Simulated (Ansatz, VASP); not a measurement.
## Two plane-wave programs on Cu

```
Cu
1.0
     2.56801    0.00000    0.00000
    -1.28401    2.22396    0.00000
     0.00000    0.00000    4.19353
Cu
2
Cartesian
  0.0000 1.4826 1.0484
  1.2840 0.7413 3.1451
```

Alike in both runs: task single point; functional PBE; k mesh 24 × 24 × 12; occupations gaussian, width 0.1 eV; no spin polarisation.

```csv
,VASP,Ansatz
version,VASP 6.6.1,Ansatz 0.2.0
potentials or method,"VASP PAW PBE potentials, release 64 (Cu_sv_GW), cutoff 700 eV","scalar-relativistic, plane waves, PAW"
valence electrons in the cell,38,38
```

|  | VASP | Ansatz | Ansatz less VASP |
| --- | --- | --- | --- |
| gap on the k mesh at the Fermi level (eV) | none | none | - |
| pressure (GPa) | -5.1 | -0.1 | +4.98 |
| traceless stress, the component that is largest in VASP (GPa) | 0.45 | 0.44 | -0.009 |

A gap of «none» marks a metal or a gap that the smearing closes. One of these differences is far larger than is usual between the two programs; its cause wasn't traced.
